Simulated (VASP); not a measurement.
## Pt: single point with PBE

The system is Pt.

```
Pt
1.0
     4.55019    0.00000    0.00000
     0.00000    4.55019    0.00000
     0.00000    0.00000    2.74461
Pt
3
Direct
  0.00000 0.50000 0.50000
  0.50000 0.00000 0.50000
  0.00000 0.00000 0.00000
```

The cell was built from a structure type or drawn by symmetry, and may not be a known phase.

```yaml
Program: VASP 6.6.1
Task: single point
Functional: PBE
Potentials_or_basis: VASP PAW PBE potentials, release 64 (Pt)
Cutoff: 520 eV
k_mesh: 10 × 10 × 16
Occupations: gaussian, width 0.1 eV
Spin: no spin polarisation
Dipole_correction: no
Further_INCAR_settings: ALGO = Fast; EDIFF = 1e-06; NBANDS = 22
```

The pressure is -0.4 GPa. The band gap on the k mesh is zero (bands 15 and 16 overlap by 1.64 eV).

Stress tensor (GPa, compression positive):
```
-0.48  0.00  0.00
 0.00 -0.48  0.00
 0.00  0.00 -0.25
```

Levels at points of the mesh, in eV from the Fermi level:
```csv
k point,band 13,band 14,band 15,band 16,band 17,band 18
"(0.00, 0.00, 0.00)",-0.34,0.15,0.95,0.95,1.07,1.07
"(0.50, 0.00, 0.00)",-1.20,-0.48,-0.41,-0.36,0.94,4.03
"(0.50, 0.50, 0.00)",-1.77,-1.13,-0.79,-0.18,0.41,0.41
"(0.00, 0.00, 0.50)",-1.39,-0.29,0.51,1.84,3.04,7.79
"(0.50, 0.00, 0.50)",-0.96,0.45,0.89,2.55,2.86,4.29
"(0.50, 0.50, 0.50)",0.81,0.90,0.90,1.32,2.28,2.28
```

Wall time 64 s on 1 thread of Intel(R) Xeon(R) 6975P-C (Granite Rapids), on a shared host, peak memory 0.3 GiB.

Caveat: spin-orbit coupling is left out, which moves the levels of the heavy elements.
